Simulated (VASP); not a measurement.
A run of VASP 6.6.1:

File INCAR:

```
PREC = Accurate
ENCUT = 520
EDIFF = 1E-6
ISMEAR = 0
SIGMA = 0.1
LREAL = F
LASPH = T
NELM = 100
ALGO = Normal
ISIF = 2
LWAVE = F
LCHARG = T
GGA = PS
LELF = T
LVHAR = T
NBANDS = 21
```

Contents of KPOINTS:

```
Automatic mesh
0
Gamma
  8 8 8
```

POSCAR

```
Ge
1.0
   -2.4270742935      2.4270742935      1.3741852497
    2.4270742935     -2.4270742935      1.3741852497
    2.4270742935      2.4270742935     -1.3741852497
Ge
2
Direct
    0.2500000000      0.7500000000      0.5000000000
    0.5000000000      0.5000000000      0.0000000000
```

Potentials or basis: VASP PAW PBE potentials, release 64 (Ge_d).

Command:

```sh
$ cat potpaw_PBE.64/Ge_d/POTCAR > POTCAR
$ mpirun -np 1 vasp_std > vasp.out
```

Hardware: 1 thread of Intel(R) Xeon(R) Platinum 8375C CPU @ 2.90GHz (Ice Lake), on a shared host.

Question: How long does it take, and how much memory?

Answer: It took 22 s on 1 thread of Intel(R) Xeon(R) Platinum 8375C CPU @ 2.90GHz (Ice Lake), on a shared host, peak memory 0.17 GiB. Counts: scf iterations 10, k points 59.
